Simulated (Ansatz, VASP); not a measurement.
Hf: VASP beside Ansatz

The input INCAR:

```
SYSTEM = Hf
PREC     = Accurate       ! precision mode
ENCUT    = 520            ! plane-wave cutoff, eV
EDIFF    = 1E-7           ! SCF threshold, eV
ISMEAR   = -1             ! smearing method
SIGMA    = 0.08           ! smearing width, eV
LREAL    = .False.        ! projectors in reciprocal space
LASPH    = .True.         ! aspherical terms in the spheres
NELM     = 100            ! most SCF steps
ALGO     = Normal         ! electronic algorithm
ISIF     = 2              ! what is computed and relaxed
LWAVE    = .False.        ! write WAVECAR
LCHARG   = .False.        ! write CHGCAR
NBANDS   = 17             ! bands
```

KPOINTS

```
regular mesh
0
Gamma
  12 12 7
  0 0 0
```

Contents of POSCAR:

```
Hf
1.0
    1.5590073223     -2.7002798916      0.0000000000
    1.5590073223      2.7002798916      0.0000000000
    0.0000000000      0.0000000000      4.9466063830
Hf
2
Direct
    0.6666666670      0.3333333330      0.2500000000
    0.3333333330      0.6666666670      0.7500000000
```

Input for Ansatz:

```yaml
crystal:
  lattice:
    - [1.5590073223, -2.7002798916, 0.0]
    - [1.5590073223, 2.7002798916, 0.0]
    - [0.0, 0.0, 4.946606383]
  atoms:
    - { symbol: Hf, position: [0.666666667, 0.333333333, 0.25] }
    - { symbol: Hf, position: [0.333333333, 0.666666667, 0.75] }
kpoints:
  mp_grid: { grid: [12, 12, 7] }
scf:
  occupations: { method: fermi_dirac, width: 0.08 }
hamiltonian:
  xc: lda
  pseudopotentials: { kind: all_electron, lapw: { basis_error: 0.001 } }
output:
  forces: true
  stress: true
  eigenvalues: true
```

Alike in both runs: task single point; functional LDA; k mesh 12 × 12 × 7; occupations fermi-dirac, width 0.08 eV; no spin polarisation.

|  | VASP | Ansatz |
| --- | --- | --- |
| version | VASP 6.6.1 | Ansatz 0.2.0 |
| potentials or method | VASP PAW LDA potentials, release 64 (Hf_pv), cutoff 520 eV | all-electron LAPW, scalar-relativistic |

|  | VASP | Ansatz | Ansatz less VASP |
| --- | --- | --- | --- |
| pressure (GPa) | 0.1 | 0.1 | -0.04 |

LDA's correlation is that of Perdew and Zunger in VASP and of Perdew and Wang (1992) in Ansatz. Ansatz ran all-electron here, and VASP with PAW potentials.

Spin-orbit coupling is off throughout.
